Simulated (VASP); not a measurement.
Runs of VASP 6.6.1 on Sr. The structure is that of space group P6/mmm (No. 191), or close to it. The cells are those of the table. 

```tsv
level	potentials or basis	cell	gap on the mesh (eV)	pressure (GPa)
PBE	VASP PAW PBE potentials, release 64 (Sr_sv)	a = 11.335, b = 11.335, c = 4.561 Å, angles 90.0, 90.0, 120.0°, 1 atom	0.37	0.0
r2SCAN	VASP PAW PBE potentials, release 64 (Sr_sv)	a = 11.018, b = 11.018, c = 4.500 Å, angles 90.0, 90.0, 120.0°, 1 atom	(a)	0.0
r2SCAN	VASP PAW PBE potentials, release 64 (Sr_sv)	a = 11.042, b = 11.042, c = 4.841 Å, angles 90.0, 90.0, 120.0°, 1 atom	0.37	-0.1
LDA	VASP PAW LDA potentials, release 64 (Sr_sv)	a = 11.147, b = 11.147, c = 4.485 Å, angles 90.0, 90.0, 120.0°, 1 atom	0.47	0.0
```

Alike in all rows: task single point; no spin polarisation; k mesh 6 × 6 × 8; cutoff (eV) 520; smearing gaussian 0.05 eV.

Problem. Estimate the missing entries.

Solution. (a) 0.17.

Caveats: the PAW data sets were made with another functional, which shifts forces and pressure a little (some runs).

A k mesh can miss the band edges, and the runs leave out spin-orbit coupling on Sr.
